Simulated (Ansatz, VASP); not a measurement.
**Sn in VASP and in Ansatz**

File INCAR:

```
PREC = Accurate
ENCUT = 520
EDIFF = 1E-6
ISMEAR = -1
SIGMA = 0.05
LREAL = False
LASPH = True
NELM = 80
ALGO = Fast
ISIF = 2
LWAVE = False
LCHARG = False
GGA = PS
NBANDS = 13
```

KPOINTS

```
Automatic mesh
0
Gamma
  11 11 11
```

File POSCAR:

```
Sn
1.0
   -1.6657680000      1.7656330000      2.2958090000
    1.7444190000     -1.7990580000      2.3792620000
    1.6823800000      1.8152120000     -2.3211890000
Sn
1
Direct
   -0.0049540000     -0.0116520000     -0.0033020000
```

The input input.yaml:

```yaml
crystal:
  lattice:
    - [-1.665768, 1.765633, 2.295809]
    - [1.744419, -1.799058, 2.379262]
    - [1.68238, 1.815212, -2.321189]
  atoms:
    - { symbol: Sn, position: [-0.004954, -0.011652, -0.003302] }
hamiltonian:
  xc: pbesol
  pseudopotentials: { kind: paw }
kpoints:
  mp_grid: { grid: [11, 11, 11] }
scf:
  occupations: { method: fermi_dirac, width: 0.05 }
output:
  forces: true
  stress: true
  eigenvalues: true
```

Change from the starting cell: cell strained at random at fixed volume.

Alike in both runs: task single point; functional PBEsol; k mesh 11 × 11 × 11; occupations fermi-dirac, width 0.05 eV; no spin polarisation.

|  | VASP | Ansatz |
| --- | --- | --- |
| version | VASP 6.6.1 | Ansatz 0.2.0 |
| potentials or method | VASP PAW PBE potentials, release 64 (Sn_d) | Ansatz PAW |
| plane-wave cutoff (eV) | 520 | 420 |
| valence electrons in the cell | 14 | 14 |

|  | VASP | Ansatz | Ansatz less VASP |
| --- | --- | --- | --- |
| gap on the k mesh at the Fermi level (eV) | none | none | - |
| pressure (GPa) | -3.6 | -3.6 | -0.02 |
| traceless stress, the component that is largest in VASP (GPa) | -0.93 | -0.93 | +0.003 |

VASP's potentials were made for PBE, not for PBEsol. A gap of «none» marks a metal or a gap that the smearing closes.
